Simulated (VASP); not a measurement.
# BiTe (Fm-3m) in VASP: further runs

The runs below take BiTe through single point, relaxation of cell and atoms, with PBE.

All numbers are computed with VASP 6.6.1; they aren't measurements. Logs are shortened: lines on timing, memory, paths and dates and some standing lists are left out, and cuts for length are marked.

### Step 1. The cell of the first run

It takes space group Fm-3m (No. 225, cubic). The conventional cell has a = 6.470 Å, b = 6.470 Å, c = 6.470 Å, α = 90.00°, β = 90.00°, γ = 90.00°. Bi (site symmetry m-3m) has 6 Te at 3.23 Å within 4.3 Å. Within 4.3 Å of Te (site symmetry m-3m) lie 6 Bi at 3.23 Å.

### Step 2. Single point, PBE

INCAR

```
SYSTEM = BiTe
PREC = Accurate ; ENCUT = 520
EDIFF = 1E-6 ; ISMEAR = 0
SIGMA = 0.1 ; LREAL = .False.
LASPH = .True. ; NELM = 60
ALGO = Normal ; ISIF = 2
LWAVE = .False. ; LCHARG = .False.
GGA = PE ; NBANDS = 18
```

KPOINTS

```
Automatic mesh
0
Gamma
  6 6 6
  0 0 0
```

POSCAR

```
BiTe
1.0
    0.0000000000      3.2349999000      3.2349999000
    3.2349999000      0.0000000000      3.2349999000
    3.2349999000      3.2349999000      0.0000000000
Bi Te
1 1
Direct
    0.0000000000      0.0000000000      0.0000000000
    0.5000000000      0.5000000000      0.5000000000
```

Potentials or basis: VASP PAW PBE potentials, release 64 (Bi_d, Te).

Run with:

```console
> cat potpaw_PBE.64/Bi_d/POTCAR potpaw_PBE.64/Te/POTCAR > POTCAR
> mpirun -np 1 vasp_std > vasp.out
```

OUTCAR:

```text
SYSTEM = BiTe
   PREC = Accurate
   ENCUT = 520
   EDIFF = 1E-6
   ISMEAR = 0
   LREAL = .False.
   LASPH = .True.
   NELM = 60
   ISIF = 2
   GGA = PE

 ion  position               nearest neighbor table
   1  0.000  0.000  0.000-   2 3.23   2 3.23   2 3.23   2 3.23   2 3.23   2 3.23
   2  0.500  0.500  0.500-   1 3.23   1 3.23   1 3.23   1 3.23   1 3.23   1 3.23

  LATTYP: Found a face centered cubic cell.
 ALAT       =     6.4699998000

  Lattice vectors:

 A1 = (   0.0000000000,   3.2349999000,   3.2349999000)
 A2 = (   3.2349999000,   0.0000000000,   3.2349999000)
 A3 = (   3.2349999000,   3.2349999000,   0.0000000000)

Analysis of symmetry for initial positions (statically):
=====================================================================
 Subroutine PRICEL returns:
 Original cell was already a primitive cell.

 Routine SETGRP: Setting up the symmetry group for a
 face centered cubic supercell.

 Subroutine GETGRP returns: Found 48 space group operations
 (whereof 48 operations were pure point group operations)
 out of a pool of 48 trial point group operations.

The static configuration has the point symmetry O_h .

Analysis of symmetry for dynamics (positions and initial velocities):
=====================================================================
 Subroutine PRICEL returns:
 Original cell was already a primitive cell.

 Routine SETGRP: Setting up the symmetry group for a
 face centered cubic supercell.

 Subroutine GETGRP returns: Found 48 space group operations
 (whereof 48 operations were pure point group operations)
 out of a pool of 48 trial point group operations.

The dynamic configuration has the point symmetry O_h .

 Subroutine INISYM returns: Found 48 space group operations
 (whereof 48 operations are pure point group operations),
 and found     1 'primitive' translations

----------------------------------------------------------------------------------------

                                     Primitive cell

  volume of cell :      67.7100

  direct lattice vectors                    reciprocal lattice vectors
     0.000000000  3.234999900  3.234999900    -0.154559510  0.154559510  0.154559510
     3.234999900  0.000000000  3.234999900     0.154559510 -0.154559510  0.154559510
     3.234999900  3.234999900  0.000000000     0.154559510  0.154559510 -0.154559510

  length of vectors
     4.574980733  4.574980733  4.574980733     0.267704924  0.267704924  0.267704924

  position of ions in fractional coordinates (direct lattice)
     0.000000000  0.000000000  0.000000000
     0.500000000  0.500000000  0.500000000

  ion indices of the primitive-cell ions
   primitive index   ion index
                 1           1
                 2           2

----------------------------------------------------------------------------------------

 KPOINTS: Automatic mesh

Automatic generation of k-mesh.
 Grid dimensions read from file:
 generate k-points for:    6    6    6

 Generating k-lattice:

  Cartesian coordinates                     Fractional coordinates (reciprocal lattice)
    -0.025759918  0.025759918  0.025759918     0.166666667  0.000000000  0.000000000
     0.025759918 -0.025759918  0.025759918     0.000000000  0.166666667  0.000000000
     0.025759918  0.025759918 -0.025759918     0.000000000  0.000000000  0.166666667

  Length of vectors
     0.044617487  0.044617487  0.044617487

  Shift w.r.t. Gamma in fractional coordinates (k-lattice)
     0.000000000  0.000000000  0.000000000

 Subroutine IBZKPT returns following result:
 ===========================================

 Found     16 irreducible k-points:

 Following reciprocal coordinates:
            Coordinates               Weight
  0.000000  0.000000  0.000000      1.000000
  0.166667  0.000000  0.000000      8.000000
  0.333333  0.000000  0.000000      8.000000
  0.500000  0.000000  0.000000      4.000000
  0.166667  0.166667  0.000000      6.000000
  0.333333  0.166667  0.000000     24.000000
[... 8 lines left out ...]
 -0.333333  0.333333  0.166667     24.000000
 -0.333333  0.500000  0.166667     12.000000
   k-points           NKPTS =     16   k-points in BZ     NKDIM =     16   number of bands    NBANDS=     18
   number of dos      NEDOS =    301   number of ions     NIONS =      2
   total plane-waves  NPLWV =  46656
   dimension x,y,z NGX =    36 NGY =   36 NGZ =   36
   dimension x,y,z NGXF=    72 NGYF=   72 NGZF=   72
   ions per type =               1   1
   NGX,Y,Z   is equivalent  to a cutoff of  13.08, 13.08, 13.08 a.u.
   NGXF,Y,Z  is equivalent  to a cutoff of  26.16, 26.16, 26.16 a.u.
 SYSTEM =  BiTe
   PREC   = accura    normal or accurate (medium, high low for compatibility)
   ISTART =      0    job   : 0-new  1-cont  2-samecut
   ICHARG =      2    charge: 1-file 2-atom 10-const
   ISPIN  =      1    spin polarized calculation?
   LNONCOLLINEAR =      F non collinear calculations
   LSORBIT =      F    spin-orbit coupling
   LASPH  =      T    aspherical Exc in radial PAW
   ENCUT  =  520.0 eV  38.22 Ry    6.18 a.u.   8.51  8.51  8.51*2*pi/ulx,y,z
   NELM   =     60;   NELMIN=  2; NELMDL= -5     # of ELM steps
   EDIFF  = 0.1E-05   stopping-criterion for ELM
   LREAL  =      F    real-space projection
   EDIFFG = 0.1E-04   stopping-criterion for IOM
   NSW    =      0    number of steps for IOM
   IBRION =     -1    ionic relax: 0-MD 1-quasi-New 2-CG
   NFREE  =      0    steps in history (QN), initial steepest desc. (CG)
   ISIF   =      2    stress and relaxation
   ISYM   =      2    0-nonsym 1-usesym 2-fastsym
   POTIM  = 0.5000    time-step for ionic-motion
   TEBEG  =    0.0;   TEEND  =   0.0 temperature during run
   PSTRESS=    0.0 pullay stress
   NELECT =      21.0000    total number of electrons
   NUPDOWN=      -1.0000    fix difference up-down
   EMIN   =  10.00;   EMAX   =-10.00  energy-range for DOS
   EFERMI =   0.00;   METHOD = LEGACY
   ISMEAR =     0;   SIGMA  =   0.10  broadening in eV -4-tet -1-fermi 0-gaus
   EFERMI_NEDOS =   21; number of points for ismear=-14 and -15
   IALGO  =     38    algorithm
   IMIX   =      4    mixing-type and parameters
     AMIX     =   0.40;   BMIX     =  1.00
     AMIX_MAG =   1.60;   BMIX_MAG =  1.00
  volume/ion in A,a.u.               =      33.85       228.46
  Fermi-wavevector in a.u.,A,eV,Ry     =   1.108146  2.094092 16.707786  1.227988
  Thomas-Fermi vector in A             =   2.244669
   LORBIT       =      0    0 simple, 1 ext, 2 COOP (PROOUT), +10 PAW based schemes
   GGA     = PE    functional components
   LHFCALC =     F    Hartree Fock is set to
   AEXX    =    0.0000 exact exchange contribution
   IVDW    =     0    specifies the selected vdW correction
   LEPSILON=     F    determine dielectric tensor
   LRPA    =     F    only Hartree local field effects (RPA)
 non-spin polarized calculation
 Gauss-broadening in eV      SIGMA  =   0.10
  energy-cutoff  :      520.00
  volume of cell :       67.71
 maximum number of plane-waves:      1853
 NGX is ok and might be reduce to    36
   NGX = 17   NGY = 17   NGZ = 17

 number of electron      21.0000001 magnetization

 Free energy of the ion-electron system (eV)
  ---------------------------------------------------
  ext. energy  EPLUGINS =         0.00000000
  ---------------------------------------------------
  free energy    TOTEN  =        -7.16730355 eV

  energy without entropy =       -7.15485020  energy(sigma->0) =       -7.16107688

 E-fermi :   6.5458     XC(G=0):  -9.4341

 val. band max:        6.5379034619   @ k =  -0.1667   0.1667   0.0000
 cond. band min:       6.6912046186   @ k =   0.3333   0.0000   0.0000
 fundamental gap:      0.1533011568
 Fermi energy:         6.5457572826

 k-point     1 :       0.0000    0.0000    0.0000
  band No.  band energies     occupation
      1     -16.4979      2.00000
      2     -16.4979      2.00000
      3     -16.4949      2.00000
      4     -16.4949      2.00000
      5     -16.4949      2.00000
      6      -6.8713      2.00000
[... 10 lines left out ...]
     17      12.7646      0.00000
     18      13.2059      0.00000

 k-point     2 :       0.1667    0.0000    0.0000
  band No.  band energies     occupation
      1     -16.4989      2.00000
      2     -16.4989      2.00000
      3     -16.4944      2.00000
      4     -16.4933      2.00000
      5     -16.4933      2.00000
      6      -6.6239      2.00000
[... 10 lines left out ...]
     17      14.2258      0.00000
     18      14.5870      0.00000

 k-point     3 :       0.3333    0.0000    0.0000
  band No.  band energies     occupation
      1     -16.5014      2.00000
      2     -16.5014      2.00000
      3     -16.4935      2.00000
      4     -16.4897      2.00000
      5     -16.4897      2.00000
      6      -5.9027      2.00000
[... 10 lines left out ...]
     17      16.1166      0.00000
     18      17.1446      0.00000

 k-point     4 :       0.5000    0.0000    0.0000
  band No.  band energies     occupation
      1     -16.5026      2.00000
      2     -16.5026      2.00000
      3     -16.4930      2.00000
      4     -16.4878      2.00000
      5     -16.4878      2.00000
      6      -4.9176      2.00000
[... 10 lines left out ...]
     17      14.8560      0.00000
     18      15.8673      0.00000

 k-point     5 :       0.1667    0.1667    0.0000
  band No.  band energies     occupation
      1     -16.5011      2.00000
      2     -16.4968      2.00000
      3     -16.4957      2.00000
      4     -16.4923      2.00000
      5     -16.4923      2.00000
      6      -6.5472      2.00000
[... 10 lines left out ...]
     17      13.2676      0.00000
     18      13.5898      0.00000

 k-point     6 :       0.3333    0.1667    0.0000
  band No.  band energies     occupation
      1     -16.5039      2.00000
      2     -16.4977      2.00000
      3     -16.4952      2.00000
      4     -16.4900      2.00000
      5     -16.4890      2.00000
      6      -6.0054      2.00000
[... 10 lines left out ...]
     17      14.8473      0.00000
     18      15.1433      0.00000

 k-point     7 :       0.5000    0.1667    0.0000
  band No.  band energies     occupation
      1     -16.5046      2.00000
      2     -16.5001      2.00000
      3     -16.4928      2.00000
      4     -16.4889      2.00000
      5     -16.4872      2.00000
      6      -5.0837      2.00000
[... 10 lines left out ...]
     17      15.4166      0.00000
     18      16.2337      0.00000

 k-point     8 :      -0.3333    0.1667    0.0000
  band No.  band energies     occupation
      1     -16.5026      2.00000
      2     -16.5013      2.00000
      3     -16.4922      2.00000
      4     -16.4891      2.00000
      5     -16.4889      2.00000
      6      -5.3939      2.00000
[... 10 lines left out ...]
     17      15.6036      0.00000
     18      16.0759      0.00000

 k-point     9 :      -0.1667    0.1667    0.0000
  band No.  band energies     occupation
      1     -16.5007      2.00000
      2     -16.4997      2.00000
      3     -16.4938      2.00000
      4     -16.4922      2.00000
      5     -16.4903      2.00000
      6      -6.2241      2.00000
[... 10 lines left out ...]
     17      13.7604      0.00000
     18      16.3895      0.00000

 k-point    10 :       0.3333    0.3333    0.0000
  band No.  band energies     occupation
      1     -16.5082      2.00000
      2     -16.4975      2.00000
      3     -16.4945      2.00000
      4     -16.4872      2.00000
      5     -16.4872      2.00000
      6      -5.7102      2.00000
[... 10 lines left out ...]
     17      15.3342      0.00000
     18      15.3342      0.00000

 k-point    11 :       0.5000    0.3333    0.0000
  band No.  band energies     occupation
      1     -16.5093      2.00000
      2     -16.4964      2.00000
      3     -16.4954      2.00000
      4     -16.4862      2.00000
      5     -16.4856      2.00000
      6      -5.1329      2.00000
[... 10 lines left out ...]
     17      16.2222      0.00000
     18      16.4718      0.00000

 k-point    12 :      -0.3333    0.3333    0.0000
  band No.  band energies     occupation
      1     -16.5064      2.00000
      2     -16.4984      2.00000
      3     -16.4924      2.00000
      4     -16.4886      2.00000
      5     -16.4869      2.00000
      6      -4.6663      2.00000
[... 10 lines left out ...]
     17      15.6405      0.00000
     18      18.5181      0.00000

 k-point    13 :       0.5000    0.5000    0.0000
  band No.  band energies     occupation
      1     -16.5120      2.00000
      2     -16.4983      2.00000
      3     -16.4934      2.00000
      4     -16.4844      2.00000
      5     -16.4844      2.00000
      6      -5.1133      2.00000
[... 10 lines left out ...]
     17      16.2820      0.00000
     18      17.2574      0.00000

 k-point    14 :       0.5000    0.3333    0.1667
  band No.  band energies     occupation
      1     -16.5058      2.00000
      2     -16.4979      2.00000
      3     -16.4944      2.00000
      4     -16.4884      2.00000
      5     -16.4873      2.00000
      6      -5.3918      2.00000
[... 10 lines left out ...]
     17      14.9235      0.00000
     18      16.4058      0.00000

 k-point    15 :      -0.3333    0.3333    0.1667
  band No.  band energies     occupation
      1     -16.5061      2.00000
      2     -16.4987      2.00000
      3     -16.4915      2.00000
      4     -16.4907      2.00000
      5     -16.4858      2.00000
      6      -4.6616      2.00000
[... 10 lines left out ...]
     17      15.9201      0.00000
     18      17.1293      0.00000

 k-point    16 :      -0.3333    0.5000    0.1667
  band No.  band energies     occupation
      1     -16.5088      2.00000
      2     -16.4962      2.00000
      3     -16.4950      2.00000
      4     -16.4880      2.00000
      5     -16.4844      2.00000
      6      -4.8070      2.00000
[... 10 lines left out ...]
     17      16.7597      0.00000
     18      17.1047      0.00000

------------------------ aborting loop because EDIFF is reached ----------------------------------------

  FORCE on cell =-STRESS in cart. coord.  units (eV):
  Direction    XX          YY          ZZ          XY          YZ          ZX
  --------------------------------------------------------------------------------------
  -------------------------------------------------------------------------------------
  Total        0.3695290      0.3695290      0.3695290     -0.0000000      0.0000000      0.0000000
  in kB        8.7439229      8.7439229      8.7439229     -0.0000000      0.0000000      0.0000000
  external PRESSURE =       8.7439229 kB  Pullay stress =       0.0000000 kB

 VOLUME and BASIS-vectors are now :
 -----------------------------------------------------------------------------
  energy-cutoff  :      520.00
  volume of cell :       67.71
      direct lattice vectors                 reciprocal lattice vectors
     0.000000000  3.234999900  3.234999900    -0.154559510  0.154559510  0.154559510
     3.234999900  0.000000000  3.234999900     0.154559510 -0.154559510  0.154559510
     3.234999900  3.234999900  0.000000000     0.154559510  0.154559510 -0.154559510

 POSITION                                       TOTAL-FORCE (eV/Angst)
 -----------------------------------------------------------------------------------
      0.00000      0.00000      0.00000        -0.000000      0.000000     -0.000000
      3.23500      3.23500      3.23500         0.000000     -0.000000      0.000000
 -----------------------------------------------------------------------------------
    total drift:                               -0.000000      0.000000      0.000000

  FREE ENERGIE OF THE ION-ELECTRON SYSTEM (eV)
  ---------------------------------------------------
  free  energy   TOTEN  =        -7.1673035526 eV

  energy  without entropy=       -7.1548502011  energy(sigma->0) =       -7.16107688
```

It took 24 s on 1 thread of Intel Xeon 8259CL, shared host; peak memory 0.21 GiB.

Results:

```yaml
Free_energy: -7.1673 eV
Pressure: 0.9 GPa
Band_gap_on_the_k_mesh: zero (an odd number of electrons rules out a gap without spin polarisation)
```

Caveat: spin-orbit coupling is left out, which moves the levels of the heavy elements.

### Step 3. Single point, PBE

This run uses another cell than the first one, of 34.39 Å³/atom.

INCAR

```
PREC = Accurate
ENCUT = 520
EDIFF = 1E-7
ISMEAR = 0
SIGMA = 0.1
LREAL = F
LASPH = T
NELM = 80
ALGO = Normal
ISIF = 2
LWAVE = F
LCHARG = F
GGA = PE
NBANDS = 18
```

KPOINTS

```
regular mesh
0
Gamma
  16 16 16
```

POSCAR

```
BiTe
1.0
    0.0000000000      3.2518755134      3.2518755134
    3.2518755134      0.0000000000      3.2518755134
    3.2518755134      3.2518755134      0.0000000000
Bi Te
1 1
Direct
    0.0000000000      0.0000000000      0.0000000000
    0.5000000000      0.5000000000      0.5000000000
```

Potentials or basis: VASP PAW PBE potentials, release 64 (Bi_d, Te).

Run with:

```console
> cat potpaw_PBE.64/Bi_d/POTCAR potpaw_PBE.64/Te/POTCAR > POTCAR
> mpirun -np 1 vasp_std > vasp.out
```

Run time: 3.9 min. Hardware: 1 thread of Intel Xeon 8259CL, shared host; peak memory 0.34 GiB.

The run converged. Its results:

```
Free energy            : -7.1768 eV
Pressure               : -0.1 GPa
Band gap on the k mesh : zero (an odd number of electrons rules out a gap without spin polarisation)
```

Levels at points of the mesh, in eV from the Fermi level:
| k point | band 7 | band 8 | band 9 | band 10 | band 11 | band 12 | band 13 | band 14 |
| --- | --- | --- | --- | --- | --- | --- | --- | --- |
| (0.00, 0.00, 0.00) | -8.18 | -2.50 | -2.50 | -2.50 | 2.13 | 2.13 | 2.13 | 4.70 |
| (0.50, 0.00, 0.00) | -11.19 | -1.88 | -1.88 | -1.60 | -0.80 | -0.59 | -0.59 | 7.29 |
| (0.50, 0.50, 0.00) | -9.95 | -5.55 | -3.94 | -3.94 | 2.30 | 3.52 | 3.52 | 4.85 |

Caveat: spin-orbit coupling is left out, which moves the levels of the heavy elements.

### Step 4. Relaxation of cell and atoms, PBE

INCAR

```
ALGO = Normal
EDIFF = 1E-7
EDIFFG = -0.01
ENCUT = 600
GGA = PE
IBRION = 2
ISIF = 3
ISMEAR = 0
LASPH = True
LCHARG = False
LREAL = False
LWAVE = False
NELM = 60
NSW = 100
PREC = Accurate
SIGMA = 0.1
```

KPOINTS

```
k-points
0
Gamma
  16 16 16
```

POSCAR

```
BiTe
1.0
    0.0000000000      3.2349999000      3.2349999000
    3.2349999000      0.0000000000      3.2349999000
    3.2349999000      3.2349999000      0.0000000000
Bi Te
1 1
Direct
    0.0000000000      0.0000000000      0.0000000000
    0.5000000000      0.5000000000      0.5000000000
```

Run with:

```console
> cat potpaw_PBE.64/Bi_d/POTCAR potpaw_PBE.64/Te/POTCAR > POTCAR
> mpirun -np 1 vasp_std > vasp.out
```

Wall time 11 min (1 thread of Intel Xeon 8259CL, shared host); peak memory 0.38 GiB.

Results (log left out):

```yaml
Free_energy: -7.1768 eV
Relaxed_volume: 34.36 Å³/atom
Relaxed_cell: a = 4.598 Å, b = 4.598 Å, c = 4.598 Å, α = 60.00°, β = 60.00°, γ = 60.00°
Space_group_after_relaxing_to_0.1_Å: Fm-3m (No. 225)
Energy_gained_by_relaxing: 1.1 meV/atom
Ionic_steps: 3
Pressure_after_relaxing: 0.0 GPa
Band_gap_on_the_k_mesh: zero (an odd number of electrons rules out a gap without spin polarisation)
```

Step by step:
| step | energy change (eV) | largest force (eV/Å) | pressure (GPa) | volume (Å³) |
| --- | --- | --- | --- | --- |
| 1 | 0.0000 | 0.0000 | 0.72 | 67.71 |
| 2 | -0.0017 | 0.0000 | -0.33 | 69.21 |
| 3 | -0.0022 | 0.0000 | 0.00 | 68.72 |

Final structure:
```
CELL_PARAMETERS angstrom
0.00000 3.25101 3.25101
3.25101 0.00000 3.25101
3.25101 3.25101 0.00000
ATOMIC_POSITIONS crystal
Bi 0.00000 0.00000 0.00000
Te 0.50000 0.50000 0.50000
```

Levels at points of the mesh, in eV from the Fermi level:
| k point | band 8 | band 9 | band 10 | band 11 | band 12 | band 13 |
| --- | --- | --- | --- | --- | --- | --- |
| (0.00, 0.00, 0.00) | -2.50 | -2.50 | -2.50 | 2.13 | 2.13 | 2.13 |
| (0.50, 0.00, 0.00) | -1.89 | -1.89 | -1.60 | -0.80 | -0.60 | -0.60 |
| (0.50, 0.50, 0.00) | -5.55 | -3.94 | -3.94 | 2.30 | 3.52 | 3.52 |

Caveat: spin-orbit coupling is left out, which moves the levels of the heavy elements. PBE usually gives volumes a little too large and moduli too small.

### Step 5. Summary

```tsv
task	cell	k mesh	cutoff (eV)	gap on the mesh (eV)	pressure (GPa)
single point	a = 4.575 Å, angles 60.0°, 2 atoms	6 × 6 × 6	520	none	0.9
single point	a = 4.599 Å, angles 60.0°, 2 atoms	16 × 16 × 16	520	none	-0.1
relaxation of cell and atoms	relaxed from a = 4.575 Å, angles 60.0°, 2 atoms	16 × 16 × 16	600	none	0.0
```

Alike in all rows: level PBE; potentials or basis VASP PAW PBE potentials, release 64 (Bi_d, Te); no spin polarisation; smearing gaussian 0.1 eV.

Caveats: spin-orbit coupling is left out, which moves the levels of the heavy elements.

Total energies depend on the potentials used, so only differences within one code and one set of settings carry meaning.
